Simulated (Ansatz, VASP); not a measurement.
## One calculation of ZnSnN2, two programs

```
Zn N Sn
1.0
     3.48062    0.00000    0.00000
     0.00000    3.48062    0.00000
     0.00000    0.00000    9.03278
Zn N Sn
2 4 2
Cartesian
  1.7403 0.0000 8.1695
  0.0000 1.7403 0.8632
  1.7403 1.7403 0.0000
  0.0000 0.0000 2.1973
  1.7403 1.7403 4.5164
  0.0000 0.0000 6.8355
  1.7403 0.0000 3.2093
  0.0000 1.7403 5.8234
```

Alike in both runs: task single point; functional r2SCAN; k mesh 6 × 6 × 2; occupations fermi-dirac, width 0.02 eV; no spin polarisation.

|  | VASP | Ansatz |
| --- | --- | --- |
| version | VASP 6.6.1 | Ansatz 0.2.0 |
| potentials or method | VASP PAW PBE potentials, release 64 (Zn, N, Sn_d) | plane waves, PAW |
| plane-wave cutoff (eV) | 520 | 500 |
| valence electrons in the cell | 72 | 72 |

|  | VASP | Ansatz | Ansatz less VASP |
| --- | --- | --- | --- |
| pressure (GPa) | 0.6 | 0.0 | -0.61 |
| rms of the force components (eV/Å) | 0.012 | 0.008 | -0.0039 |

VASP's potentials were made for PBE, not for r2SCAN.
